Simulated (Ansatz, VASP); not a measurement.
**One calculation of HfC, two programs**

File INCAR:

```
ALGO = Normal
EDIFF = 1E-8
ENCUT = 520
GGA = PS
ISIF = 2
ISMEAR = -1
LASPH = True
LCHARG = False
LEFG = True
LREAL = False
LWAVE = False
NBANDS = 14
NELM = 100
PREC = Accurate
SIGMA = 0.05
```

File KPOINTS:

```
k-points
0
Gamma
  15 15 15
```

File POSCAR:

```
HfC
1.0
    0.0000000000      2.2785000000      2.3250000000
    2.2785000000      0.0000000000      2.3250000000
    2.2785000000      2.2785000000      0.0000000000
Hf C
1 1
Direct
    0.5000000000      0.5000000000      0.5000000000
    0.0000000000      0.0000000000      0.0000000000
```

Input for Ansatz:

```yaml
crystal:
  lattice:
    - [0.0, 2.2785, 2.325]
    - [2.2785, 0.0, 2.325]
    - [2.2785, 2.2785, 0.0]
  atoms:
    - { symbol: Hf, position: [0.5, 0.5, 0.5] }
    - { symbol: C, position: [0.0, 0.0, 0.0] }
kpoints:
  mp_grid: { grid: [15, 15, 15] }
scf:
  occupations: { method: fermi_dirac, width: 0.05 }
hamiltonian:
  xc: pbesol
  pseudopotentials: { kind: paw }
output:
  forces: true
  stress: true
  eigenvalues: true
  efg: { contact_densities: true }
```

Change from the starting cell: equal xx and yy strain of -2 %, PAW files.

Alike in both runs: task electric field gradients; functional PBEsol; k mesh 15 × 15 × 15; occupations fermi-dirac, width 0.05 eV; no spin polarisation.

```csv
,VASP,Ansatz
version,VASP 6.6.1,Ansatz 0.2.0
potentials or method,"VASP PAW PBE potentials, release 64 (Hf_pv, C)","PAW with Ansatz's default frozen-core files, scalar-relativistic"
plane-wave cutoff (eV),520,420
valence electrons in the cell,14,30
```

```tsv
	VASP	Ansatz	Ansatz less VASP
pressure (GPa)	3.1	3.4	+0.24
traceless stress, the component that is largest in VASP (GPa)	-6.03	-5.91	+0.113
size of Vzz on the site where it differs most (V/Å²)	64.8	76.5	+11.68
```

VASP's potentials were made for PBE, not for PBEsol. VASP's potentials hold 14 valence electrons a cell and Ansatz's 30, so a difference there can come from the potentials and not from the codes.

Spin-orbit coupling is off throughout.
